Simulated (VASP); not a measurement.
A run of VASP 6.6.1 is set up as follows.

The input INCAR:

```
SYSTEM = AgCl
PREC = Accurate
ENCUT = 500
EDIFF = 1E-6
ISMEAR = 0
SIGMA = 0.01
LREAL = .FALSE.
LASPH = .TRUE.
NELM = 120
ALGO = Normal
ISIF = 2
LWAVE = .FALSE.
LCHARG = .TRUE.
GGA = PE
IVDW = 13
LELF = .TRUE.
LVHAR = .TRUE.
NBANDS = 16
GGA_COMPAT = .FALSE.
```

File KPOINTS:

```
regular mesh
0
G
  6 6 6
  0 0 0
```

The input POSCAR:

```
AgCl
1.0
    3.3955880419      0.0000000000      0.0000000000
    0.0000000000      3.3955880419      0.0000000000
    0.0000000000      0.0000000000      3.3955880419
Ag Cl
1 1
Direct
    0.0000000000      0.0000000000      0.0000000000
    0.5000000000      0.5000000000      0.5000000000
```

Potentials or basis: VASP PAW PBE potentials, release 64 (Ag, Cl).

Command:

```bash
$ cat potpaw_PBE.64/Ag/POTCAR potpaw_PBE.64/Cl/POTCAR > POTCAR
$ mpirun -np 1 vasp_std > vasp.out
```

**Question.** What does it give for the pressure?

**Answer.** -1.2 GPa.

**Question.** Estimate the band gap on the k mesh.

**Answer.** 0.58 eV (least direct gap 2.19 eV).

Caveat: the structure was generated, so it needn't be the stable form of AgCl; semilocal functionals underestimate gaps, and a narrow one can read as zero. A k mesh can miss the band edges.
